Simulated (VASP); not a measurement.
## HfZr3S8: single point with PBE

HfZr3S8:

```
Zr Hf S
1.0
     6.76934   -3.67757    0.00040
     6.76934    3.67757    0.00040
     0.00029    0.00000    6.36742
Zr Hf S
3 1 8
Cartesian
  6.7693 -1.8415 0.0004
  6.7693 1.8415 0.0004
  6.7695 0.0000 3.1841
  0.0001 0.0000 3.1837
  5.3196 0.0000 1.0593
  5.3224 -1.8519 4.2380
  12.0913 0.0000 1.0788
  5.3224 1.8519 4.2380
  1.4477 0.0000 5.2894
  8.2165 1.8519 2.1302
  8.2194 0.0000 5.3089
  8.2165 -1.8519 2.1302
```

```json
{
  "Program": "VASP 6.6.1",
  "Task": "single point",
  "Functional": "PBE",
  "Potentials or basis": "VASP PAW PBE potentials, release 64 (Zr_sv, Hf_pv, S)",
  "Cutoff": "520 eV",
  "k mesh": "4 × 4 × 4",
  "Occupations": "gaussian, width 0.02 eV",
  "Spin": "no spin polarisation",
  "Dipole correction": "no",
  "Further INCAR settings": "ALGO = Normal; EDIFF = 1e-06; NBANDS = 59"
}
```

```yaml
Pressure: -0.1 GPa
Largest_force: 0.036 eV/Å
Band_gap_on_the_k_mesh: 1.13 eV, indirect (least direct gap 1.17 eV)
```

Forces in eV/Å, atoms in the order of the input:
```
Zr   0.000  0.003  0.000
Zr   0.000 -0.003  0.000
Zr   0.000  0.000  0.000
Hf   0.000  0.000  0.000
S   -0.006  0.000  0.000
S    0.017 -0.027 -0.016
S    0.018  0.000  0.032
S    0.017  0.027 -0.016
S   -0.018  0.000 -0.032
S   -0.017  0.027  0.016
S    0.006  0.000  0.000
S   -0.017 -0.027  0.016
```

Levels at points of the mesh, in eV from the valence-band top:
```csv
k point,band 43,band 44,band 45,band 46,band 47,band 48,band 49,band 50,band 51,band 52
"(0.00, 0.00, 0.00)",-1.06,-0.99,-0.41,0.00,0.00,1.25,1.76,1.77,2.26,2.37
"(0.50, 0.00, 0.00)",-1.36,-1.05,-1.05,-0.36,-0.35,2.06,2.17,2.18,2.23,2.36
"(0.50, 0.50, 0.00)",-1.04,-0.99,-0.94,-0.02,-0.02,1.15,1.75,1.77,2.24,2.41
"(0.00, 0.00, 0.50)",-0.92,-0.86,-0.85,-0.35,-0.34,1.13,1.17,1.53,1.65,2.82
"(0.50, 0.00, 0.50)",-1.43,-0.74,-0.72,-0.61,-0.59,1.76,1.87,1.87,2.04,2.65
"(0.50, 0.50, 0.50)",-0.97,-0.86,-0.84,-0.56,-0.54,1.23,1.28,1.48,1.60,2.83
```

It took 6.5 min on 1 thread of Intel(R) Xeon(R) Platinum 8488C (Sapphire Rapids), on a shared host, peak memory 0.65 GiB.

Caveat: spin-orbit coupling is left out, which moves the levels of the heavy elements. A k mesh can miss the band edges.
